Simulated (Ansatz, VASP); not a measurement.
# ZnO: VASP beside Ansatz

INCAR

```
ALGO = Normal ; EDIFF = 1E-7
ENCUT = 520 ; GGA = PE
ISIF = 2 ; ISMEAR = -1
LASPH = T ; LCHARG = F
LREAL = F ; LWAVE = F
NBANDS = 26 ; NELM = 100
PREC = Accurate ; SIGMA = 0.02
```

The input KPOINTS:

```
k-points
0
Gamma
  11 11 6
```

The input POSCAR:

```
ZnO
1.0
    3.1844107494      0.0000000000      0.0000000000
   -1.5922053747      2.7577806051      0.0000000000
    0.0000000000      0.0000000000      5.2038000000
Zn O
2 2
Direct
    0.3333333333      0.6666666667      0.0000000000
    0.6666666667      0.3333333333      0.5000000000
    0.3333333333      0.6666666667      0.3821000000
    0.6666666667      0.3333333333      0.8821000000
```

Input for Ansatz:

```yaml
crystal:
  lattice:
    - [3.1844107494, 0.0, 0.0]
    - [-1.5922053747, 2.7577806051, 0.0]
    - [0.0, 0.0, 5.2038]
  atoms:
    - { symbol: Zn, position: [0.3333333333, 0.6666666667, 0.0] }
    - { symbol: Zn, position: [0.6666666667, 0.3333333333, 0.5] }
    - { symbol: O, position: [0.3333333333, 0.6666666667, 0.3821] }
    - { symbol: O, position: [0.6666666667, 0.3333333333, 0.8821] }
kpoints:
  mp_grid: { grid: [11, 11, 6] }
  band_path:
    path:
      - [0.0, 0.0, 0.0]
      - [0.5, 0.0, 0.0]
      - [0.3333333333, 0.3333333333, 0.0]
      - [0.0, 0.0, 0.0]
      - [0.0, 0.0, 0.5]
      - [0.5, 0.0, 0.5]
      - [0.3333333333, 0.3333333333, 0.5]
      - [0.0, 0.0, 0.5]
      - [0.5, 0.0, 0.5]
    npoints: 5
scf:
  occupations: { method: fermi_dirac, width: 0.02 }
hamiltonian:
  xc: pbe
  pseudopotentials: { kind: all_electron, lapw: { basis_error: 0.0005 } }
output:
  forces: true
  stress: true
  eigenvalues: true
```

Change from the starting cell: equal xx and yy strain of -2 %.

Alike in both runs: task single point; functional PBE; k mesh 11 × 11 × 6; occupations fermi-dirac, width 0.02 eV; no spin polarisation.

|  | VASP | Ansatz |
| --- | --- | --- |
| version | VASP 6.6.1 | Ansatz 0.2.0 |
| potentials or method | VASP PAW PBE potentials, release 64 (Zn, O), cutoff 520 eV | all-electron LAPW, scalar-relativistic |

|  | VASP | Ansatz | Ansatz less VASP |
| --- | --- | --- | --- |
| gap on the k mesh at the Fermi level (eV) | 0.82 | 0.85 | +0.032 |
| pressure (GPa) | 13.0 | 11.6 | -1.38 |
| traceless stress, the component that is largest in VASP (GPa) | -3.52 | -3.34 | +0.182 |
| rms of the force components (eV/Å) | 0.149 | 0.140 | -0.0090 |

Atom by atom the forces differ by 0.009 eV/Å (rms over components). Ansatz ran all-electron here, and VASP with PAW potentials.
